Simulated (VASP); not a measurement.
# K2HfSe3 (P-4m2) in VASP: notebook

The runs below take K2HfSe3 through single point, with PBE.

Everything below comes from runs of VASP 6.6.1. Logs are shortened: lines on timing, memory, paths and dates and some standing lists are left out, and cuts for length are marked.

## (1) The cell of the first run

It takes space group P-4m2 (No. 115, tetragonal). The conventional cell has a = 4.086 Å, b = 4.086 Å, c = 9.427 Å, α = 90.00°, β = 90.00°, γ = 90.00°. Within 4.1 Å of K (site symmetry 2mm) lie 7 Se at 3.11 to 3.98 Å and 8 K at 3.89 to 4.09 Å and 2 Hf at 3.98 Å. Within 3.8 Å of Hf (site symmetry -4m2) lie 8 Se at 2.89 to 3.05 Å. Se (site symmetry -4m2) has 4 Hf at 2.89 Å and 4 Se at 3.05 Å within 3.8 Å. Se (site symmetry 2mm) has 2 Hf at 3.05 Å and 2 Se at 3.05 Å and 5 K at 3.11 to 3.75 Å within 4.0 Å.

## (2) Single point, PBE

INCAR reads:

```
PREC = Accurate
ENCUT = 520
EDIFF = 1E-6
ISMEAR = 0
SIGMA = 0.1
LREAL = False
LASPH = True
NELM = 100
ALGO = Normal
ISIF = 2
LWAVE = False
LCHARG = False
GGA = PE
NBANDS = 32
```

KPOINTS reads:

```
regular mesh
0
Gamma
  4 4 2
```

POSCAR reads:

```
K2HfSe3
1.0
    4.0856300008      0.0000000000      0.0000000000
    0.0000000000      4.0856300008      0.0000000000
    0.0000000000      0.0000000000      9.4267182634
K Hf Se
2 1 3
Direct
    0.0000000000      0.5000000000      0.6382076975
    0.5000000000      0.0000000000      0.3617923025
    0.0000000000      0.0000000000      0.0000000000
    0.5000000000      0.5000000000      0.0000000000
    0.0000000000      0.5000000000      0.2405526694
    0.5000000000      0.0000000000      0.7594473306
```

Potentials or basis: VASP PAW PBE potentials, release 64 (K_sv, Hf_pv, Se).

On the command line:

```sh
$ cat potpaw_PBE.64/K_sv/POTCAR potpaw_PBE.64/Hf_pv/POTCAR potpaw_PBE.64/Se/POTCAR > POTCAR
$ mpirun -np 1 vasp_std > vasp.out
```

OUTCAR:

```text
PREC = Accurate
   ENCUT = 520
   EDIFF = 1E-6
   ISMEAR = 0
   LREAL = False
   LASPH = True
   NELM = 100
   ISIF = 2
   GGA = PE

 ion  position               nearest neighbor table
   1  0.000  0.500  0.638-   6 3.11   6 3.11   6 3.11   6 3.11
   2  0.500  0.000  0.362-   5 3.11   5 3.11   5 3.11   5 3.11
   3  0.000  0.000  0.000-   4 2.89   4 2.89   4 2.89   4 2.89   5 3.05   6 3.05   6 3.05   5 3.05

   4  0.500  0.500  0.000-   3 2.89   3 2.89   3 2.89   3 2.89
   5  0.000  0.500  0.241-   3 3.05   3 3.05   2 3.11   2 3.11   2 3.11   2 3.11
   6  0.500  0.000  0.759-   3 3.05   3 3.05   1 3.11   1 3.11   1 3.11   1 3.11

  LATTYP: Found a simple tetragonal cell.
 ALAT       =     4.0856300008
 C/A-ratio  =     2.3072863332

  Lattice vectors:

 A1 = (   4.0856300008,   0.0000000000,   0.0000000000)
 A2 = (   0.0000000000,   4.0856300008,   0.0000000000)
 A3 = (   0.0000000000,   0.0000000000,   9.4267182634)

Analysis of symmetry for initial positions (statically):
=====================================================================
 Subroutine PRICEL returns:
 Original cell was already a primitive cell.

 Routine SETGRP: Setting up the symmetry group for a
 simple tetragonal supercell.

 Subroutine GETGRP returns: Found  8 space group operations
 (whereof  8 operations were pure point group operations)
 out of a pool of 16 trial point group operations.

The static configuration has the point symmetry D_2d.

Analysis of symmetry for dynamics (positions and initial velocities):
=====================================================================
 Subroutine PRICEL returns:
 Original cell was already a primitive cell.

 Routine SETGRP: Setting up the symmetry group for a
 simple tetragonal supercell.

 Subroutine GETGRP returns: Found  8 space group operations
 (whereof  8 operations were pure point group operations)
 out of a pool of 16 trial point group operations.

The dynamic configuration has the point symmetry D_2d.

 Subroutine INISYM returns: Found  8 space group operations
 (whereof  8 operations are pure point group operations),
 and found     1 'primitive' translations

----------------------------------------------------------------------------------------

                                     Primitive cell

  volume of cell :     157.3543

  direct lattice vectors                    reciprocal lattice vectors
     4.085630001  0.000000000  0.000000000     0.244760294  0.000000000  0.000000000
     0.000000000  4.085630001  0.000000000     0.000000000  0.244760294  0.000000000
     0.000000000  0.000000000  9.426718263     0.000000000  0.000000000  0.106081456

  length of vectors
     4.085630001  4.085630001  9.426718263     0.244760294  0.244760294  0.106081456

  position of ions in fractional coordinates (direct lattice)
     0.000000000  0.500000000  0.638207698
     0.500000000  0.000000000  0.361792302
     0.000000000  0.000000000  0.000000000
     0.500000000  0.500000000  0.000000000
     0.000000000  0.500000000  0.240552669
     0.500000000  0.000000000  0.759447331

  ion indices of the primitive-cell ions
   primitive index   ion index
                 1           1
                 2           2
                 3           3
                 4           4
                 5           5
                 6           6

----------------------------------------------------------------------------------------

 KPOINTS: regular mesh

Automatic generation of k-mesh.
 Grid dimensions read from file:
 generate k-points for:    4    4    2

 Generating k-lattice:

  Cartesian coordinates                     Fractional coordinates (reciprocal lattice)
     0.061190073  0.000000000  0.000000000     0.250000000  0.000000000  0.000000000
     0.000000000  0.061190073  0.000000000     0.000000000  0.250000000  0.000000000
     0.000000000  0.000000000  0.053040728     0.000000000  0.000000000  0.500000000

  Length of vectors
     0.061190073  0.061190073  0.053040728

  Shift w.r.t. Gamma in fractional coordinates (k-lattice)
     0.000000000  0.000000000  0.000000000

 Subroutine IBZKPT returns following result:
 ===========================================

 Found     12 irreducible k-points:

 Following reciprocal coordinates:
            Coordinates               Weight
  0.000000  0.000000  0.000000      1.000000
  0.250000  0.000000  0.000000      4.000000
  0.500000  0.000000  0.000000      2.000000
  0.250000  0.250000  0.000000      4.000000
  0.500000  0.250000  0.000000      4.000000
  0.500000  0.500000  0.000000      1.000000
  0.000000  0.000000  0.500000      1.000000
  0.250000  0.000000  0.500000      4.000000
  0.500000  0.000000  0.500000      2.000000
  0.250000  0.250000  0.500000      4.000000
  0.500000  0.250000  0.500000      4.000000
  0.500000  0.500000  0.500000      1.000000
   k-points           NKPTS =     12   k-points in BZ     NKDIM =     12   number of bands    NBANDS=     32
   number of dos      NEDOS =    301   number of ions     NIONS =      6
   total plane-waves  NPLWV =  63000
   dimension x,y,z NGX =    30 NGY =   30 NGZ =   70
   dimension x,y,z NGXF=    60 NGYF=   60 NGZF=  140
   ions per type =               2   1   3
   NGX,Y,Z   is equivalent  to a cutoff of  12.21, 12.21, 12.34 a.u.
   NGXF,Y,Z  is equivalent  to a cutoff of  24.41, 24.41, 24.69 a.u.
 SYSTEM =  unknown system
   PREC   = accura    normal or accurate (medium, high low for compatibility)
   ISTART =      0    job   : 0-new  1-cont  2-samecut
   ICHARG =      2    charge: 1-file 2-atom 10-const
   ISPIN  =      1    spin polarized calculation?
   LNONCOLLINEAR =      F non collinear calculations
   LSORBIT =      F    spin-orbit coupling
   LASPH  =      T    aspherical Exc in radial PAW
   ENCUT  =  520.0 eV  38.22 Ry    6.18 a.u.   7.60  7.60 17.53*2*pi/ulx,y,z
   NELM   =    100;   NELMIN=  2; NELMDL= -5     # of ELM steps
   EDIFF  = 0.1E-05   stopping-criterion for ELM
   LREAL  =      F    real-space projection
   EDIFFG = 0.1E-04   stopping-criterion for IOM
   NSW    =      0    number of steps for IOM
   IBRION =     -1    ionic relax: 0-MD 1-quasi-New 2-CG
   NFREE  =      0    steps in history (QN), initial steepest desc. (CG)
   ISIF   =      2    stress and relaxation
   ISYM   =      2    0-nonsym 1-usesym 2-fastsym
   POTIM  = 0.5000    time-step for ionic-motion
   TEBEG  =    0.0;   TEEND  =   0.0 temperature during run
   PSTRESS=    0.0 pullay stress
   NELECT =      46.0000    total number of electrons
   NUPDOWN=      -1.0000    fix difference up-down
   EMIN   =  10.00;   EMAX   =-10.00  energy-range for DOS
   EFERMI =   0.00;   METHOD = LEGACY
   ISMEAR =     0;   SIGMA  =   0.10  broadening in eV -4-tet -1-fermi 0-gaus
   EFERMI_NEDOS =   21; number of points for ismear=-14 and -15
   IALGO  =     38    algorithm
   IMIX   =      4    mixing-type and parameters
     AMIX     =   0.40;   BMIX     =  1.00
     AMIX_MAG =   1.60;   BMIX_MAG =  1.00
  volume/ion in A,a.u.               =      26.23       176.98
  Fermi-wavevector in a.u.,A,eV,Ry     =   1.086512  2.053210 16.061795  1.180509
  Thomas-Fermi vector in A             =   2.222651
   LORBIT       =      0    0 simple, 1 ext, 2 COOP (PROOUT), +10 PAW based schemes
   GGA     = PE    functional components
   LHFCALC =     F    Hartree Fock is set to
   AEXX    =    0.0000 exact exchange contribution
   IVDW    =     0    specifies the selected vdW correction
   LEPSILON=     F    determine dielectric tensor
   LRPA    =     F    only Hartree local field effects (RPA)
 non-spin polarized calculation
 Gauss-broadening in eV      SIGMA  =   0.10
  energy-cutoff  :      520.00
  volume of cell :      157.35
 maximum number of plane-waves:      4260
   NGX = 15   NGY = 15   NGZ = 35

 number of electron      46.0000011 magnetization

 Free energy of the ion-electron system (eV)
  ---------------------------------------------------
  ext. energy  EPLUGINS =         0.00000000
  ---------------------------------------------------
  free energy    TOTEN  =       -26.71722292 eV

  energy without entropy =      -26.70884444  energy(sigma->0) =      -26.71303368

 E-fermi :   3.6592     XC(G=0):  -9.1248

 val. band max:        3.6573478811   @ k =   0.0000   0.0000   0.0000
 cond. band min:       3.6946134370   @ k =   0.5000   0.5000   0.5000
 fundamental gap:      0.0372655559
 Fermi energy:         3.6591591260

 k-point     1 :       0.0000    0.0000    0.0000
  band No.  band energies     occupation
      1     -29.2435      2.00000
      2     -29.1806      2.00000
      3     -29.1806      2.00000
      4     -27.3638      2.00000
      5     -27.3300      2.00000
      6     -11.2375      2.00000
[... 24 lines left out ...]
     31       6.9059      0.00000
     32       7.0136      0.00000

 k-point     2 :       0.2500    0.0000    0.0000
  band No.  band energies     occupation
      1     -29.2421      2.00000
      2     -29.1963      2.00000
      3     -29.1786      2.00000
      4     -27.3535      2.00000
      5     -27.3295      2.00000
      6     -11.1618      2.00000
[... 24 lines left out ...]
     31       7.1193      0.00000
     32       8.1410      0.00000

 k-point     3 :       0.5000    0.0000    0.0000
  band No.  band energies     occupation
      1     -29.2407      2.00000
      2     -29.2119      2.00000
      3     -29.1766      2.00000
      4     -27.3363      2.00000
      5     -27.3360      2.00000
      6     -11.2810      2.00000
[... 24 lines left out ...]
     31       8.1076      0.00000
     32       8.5027      0.00000

 k-point     4 :       0.2500    0.2500    0.0000
  band No.  band energies     occupation
      1     -29.2407      2.00000
      2     -29.1943      2.00000
      3     -29.1934      2.00000
      4     -27.3449      2.00000
      5     -27.3279      2.00000
      6     -11.1044      2.00000
[... 234 lines left out ...]
     31       8.3298      0.00000
     32       8.4616      0.00000

 k-point    11 :       0.5000    0.2500    0.5000
  band No.  band energies     occupation
      1     -29.2393      2.00000
      2     -29.2091      2.00000
      3     -29.1914      2.00000
      4     -27.3313      2.00000
      5     -27.3312      2.00000
      6     -11.1770      2.00000
[... 24 lines left out ...]
     31       6.8299      0.00000
     32       8.0470      0.00000

 k-point    12 :       0.5000    0.5000    0.5000
  band No.  band energies     occupation
      1     -29.2380      2.00000
      2     -29.2062      2.00000
      3     -29.2062      2.00000
      4     -27.3263      2.00000
      5     -27.3263      2.00000
      6     -11.0975      2.00000
[... 24 lines left out ...]
     31       6.7103      0.00000
     32       8.7818      0.00000

------------------------ aborting loop because EDIFF is reached ----------------------------------------

  FORCE on cell =-STRESS in cart. coord.  units (eV):
  Direction    XX          YY          ZZ          XY          YZ          ZX
  --------------------------------------------------------------------------------------
  -------------------------------------------------------------------------------------
  Total       -0.1205155     -0.1205155      0.0458954      0.0000000      0.0000000      0.0000000
  in kB       -1.2270857     -1.2270857      0.4673058      0.0000000      0.0000000      0.0000000
  external PRESSURE =      -0.6622886 kB  Pullay stress =       0.0000000 kB

 VOLUME and BASIS-vectors are now :
 -----------------------------------------------------------------------------
  energy-cutoff  :      520.00
  volume of cell :      157.35
      direct lattice vectors                 reciprocal lattice vectors
     4.085630001  0.000000000  0.000000000     0.244760294  0.000000000  0.000000000
     0.000000000  4.085630001  0.000000000     0.000000000  0.244760294  0.000000000
     0.000000000  0.000000000  9.426718263     0.000000000  0.000000000  0.106081456

 POSITION                                       TOTAL-FORCE (eV/Angst)
 -----------------------------------------------------------------------------------
      0.00000      2.04282      6.01620        -0.000000      0.000000      0.001084
      2.04282      0.00000      3.41051         0.000000      0.000000     -0.001084
      0.00000      0.00000      0.00000         0.000000      0.000000     -0.000000
      2.04282      2.04282      0.00000         0.000000     -0.000000     -0.000000
      0.00000      2.04282      2.26762         0.000000      0.000000     -0.043234
      2.04282      0.00000      7.15910         0.000000      0.000000      0.043234
 -----------------------------------------------------------------------------------
    total drift:                                0.000000      0.000000      0.000000

  FREE ENERGIE OF THE ION-ELECTRON SYSTEM (eV)
  ---------------------------------------------------
  free  energy   TOTEN  =       -26.7172229173 eV

  energy  without entropy=      -26.7088444394  energy(sigma->0) =      -26.71303368
```

Run time: 54 s. Hardware: 1 thread of Intel Xeon Platinum 8488C (Sapphire Rapids), shared host; peak memory 0.26 GiB.

Results:

```
Free energy            : -26.7172 eV
Pressure               : -0.1 GPa
Largest force          : 0.043 eV/Å
Band gap on the k mesh : zero (band 23 reaches 3.73 eV, above the bottom of band 24 at 3.37 eV)
```

Forces on the atoms (eV/Å):
```
K    0.000  0.000  0.001
K    0.000  0.000 -0.001
Hf   0.000  0.000  0.000
Se   0.000  0.000  0.000
Se   0.000  0.000 -0.043
Se   0.000  0.000  0.043
```

Caveat: the k points lie up to 0.38 Å⁻¹ apart; spin-orbit coupling is left out, which moves the levels of the heavy elements.

## (3) Single point, PBE

This run uses another cell than the first one, of 28.90 Å³/atom, 1.102 times its volume.

INCAR reads:

```
SYSTEM = K2HfSe3
PREC = Accurate
ENCUT = 520
EDIFF = 1E-6
ISMEAR = 0
SIGMA = 0.1
LREAL = .False.
LASPH = .True.
NELM = 80
ALGO = Normal
ISIF = 2
LWAVE = .False.
LCHARG = .True.
GGA = PE
LELF = .True.
LVHAR = .True.
NBANDS = 32
```

KPOINTS reads:

```
regular mesh
0
Gamma
  4 4 2
  0 0 0
```

POSCAR reads:

```
K2HfSe3
1.0
    4.2855269000      0.0000000000      0.0000000000
    0.0000000000      4.2855269000      0.0000000000
    0.0000000000      0.0000000000      9.4411036100
K Hf Se
2 1 3
Direct
    0.0000000000      0.5000000000      0.7376120100
    0.5000000000      0.0000000000      0.2623879900
    0.0000000000      0.0000000000      0.0000000000
    0.5000000000      0.5000000000      0.0000000000
    0.0000000000      0.5000000000      0.3786259900
    0.5000000000      0.0000000000      0.6213740100
```

Potentials or basis: VASP PAW PBE potentials, release 64 (K_sv, Hf_pv, Se).

On the command line:

```sh
$ cat potpaw_PBE.64/K_sv/POTCAR potpaw_PBE.64/Hf_pv/POTCAR potpaw_PBE.64/Se/POTCAR > POTCAR
$ mpirun -np 1 vasp_std > vasp.out
```

OUTCAR:

```text
SYSTEM = K2HfSe3
   PREC = Accurate
   ENCUT = 520
   EDIFF = 1E-6
   ISMEAR = 0
   LREAL = .False.
   LASPH = .True.
   NELM = 80
   ISIF = 2
   GGA = PE

 ion  position               nearest neighbor table
   1  0.000  0.500  0.738-   6 3.22   6 3.22   6 3.22   6 3.22   4 3.28   4 3.28   3 3.28   3 3.28

   2  0.500  0.000  0.262-   5 3.22   5 3.22   5 3.22   5 3.22   4 3.28   3 3.28   3 3.28   4 3.28

   3  0.000  0.000  0.000-   4 3.03   4 3.03   4 3.03   4 3.03   2 3.28   2 3.28   1 3.28   1 3.28

   4  0.500  0.500  0.000-   3 3.03   3 3.03   3 3.03   3 3.03   2 3.28   1 3.28   1 3.28   2 3.28

   5  0.000  0.500  0.379-   2 3.22   2 3.22   2 3.22   2 3.22
   6  0.500  0.000  0.621-   1 3.22   1 3.22   1 3.22   1 3.22

  LATTYP: Found a simple tetragonal cell.
 ALAT       =     4.2855269000
 C/A-ratio  =     2.2030204991

  Lattice vectors:

 A1 = (   4.2855269000,   0.0000000000,   0.0000000000)
 A2 = (   0.0000000000,   4.2855269000,   0.0000000000)
 A3 = (   0.0000000000,   0.0000000000,   9.4411036100)

Analysis of symmetry for initial positions (statically):
=====================================================================
[... 172 lines left out ...]
 fundamental gap:      0.0479215884
 Fermi energy:         1.7001972377

 k-point     1 :       0.0000    0.0000    0.0000
  band No.  band energies     occupation
      1     -31.2611      2.00000
      2     -31.1923      2.00000
      3     -31.1923      2.00000
      4     -27.6416      2.00000
      5     -27.6372      2.00000
      6     -12.1382      2.00000
[... 409 lines left out ...]
     31       8.3208      0.00000
     32       8.3389      0.00000

------------------------ aborting loop because EDIFF is reached ----------------------------------------

  FORCE on cell =-STRESS in cart. coord.  units (eV):
  Direction    XX          YY          ZZ          XY          YZ          ZX
  --------------------------------------------------------------------------------------
  -------------------------------------------------------------------------------------
  Total       -4.1453338     -4.1453338      1.4674023      0.0000000      0.0000000      0.0000000
  in kB      -38.3035365    -38.3035365     13.5590283      0.0000000      0.0000000      0.0000000
  external PRESSURE =     -21.0160149 kB  Pullay stress =       0.0000000 kB

 VOLUME and BASIS-vectors are now :
 -----------------------------------------------------------------------------
  energy-cutoff  :      520.00
  volume of cell :      173.39
      direct lattice vectors                 reciprocal lattice vectors
     4.285526900  0.000000000  0.000000000     0.233343536  0.000000000  0.000000000
     0.000000000  4.285526900  0.000000000     0.000000000  0.233343536  0.000000000
     0.000000000  0.000000000  9.441103610     0.000000000  0.000000000  0.105919821

 POSITION                                       TOTAL-FORCE (eV/Angst)
 -----------------------------------------------------------------------------------
      0.00000      2.14276      6.96387        -0.000000     -0.000000     -1.513260
      2.14276      0.00000      2.47723         0.000000     -0.000000      1.513260
      0.00000      0.00000      0.00000        -0.000000     -0.000000      0.000000
      2.14276      2.14276      0.00000        -0.000000      0.000000      0.000000
      0.00000      2.14276      3.57465        -0.000000     -0.000000     -0.638646
      2.14276      0.00000      5.86646        -0.000000     -0.000000      0.638646
 -----------------------------------------------------------------------------------
    total drift:                                0.000000     -0.000000     -0.000000

  FREE ENERGIE OF THE ION-ELECTRON SYSTEM (eV)
  ---------------------------------------------------
  free  energy   TOTEN  =       -22.1763787016 eV

  energy  without entropy=      -22.1327498143  energy(sigma->0) =      -22.15456426
```

stdout:

```text
POSCAR found type information on POSCAR K HfSe
 POSCAR found :  3 types and       6 ions
 scaLAPACK will be used
 LDA part: xc-table for (Slater+PW92), standard interpolation
 POSCAR, INCAR and KPOINTS ok, starting setup
 FFT: planning ... GRIDC
 FFT: planning ... GRID_SOFT
 FFT: planning ... GRID
 WAVECAR not read
 entering main loop
```

It took 93 s on 1 thread of Intel Xeon Platinum 8488C (Sapphire Rapids), shared host; peak memory 0.28 GiB.

Results:

```
Free energy            : -22.1764 eV
Pressure               : -2.1 GPa
Largest force          : 1.513 eV/Å
Band gap on the k mesh : zero (band 23 reaches 1.71 eV, above the bottom of band 24 at 1.44 eV)
```

Forces on the atoms (eV/Å):
```
K    0.000  0.000 -1.513
K    0.000  0.000  1.513
Hf   0.000  0.000  0.000
Se   0.000  0.000  0.000
Se   0.000  0.000 -0.639
Se   0.000  0.000  0.639
```

Stress tensor (GPa, compression positive):
```
-3.83  0.00  0.00
 0.00 -3.83  0.00
 0.00  0.00  1.36
```

Caveat: the k points lie up to 0.37 Å⁻¹ apart; spin-orbit coupling is left out, which moves the levels of the heavy elements; forces of over 1 eV/Å act on the atoms, so gaps and moduli don't describe the material at rest.
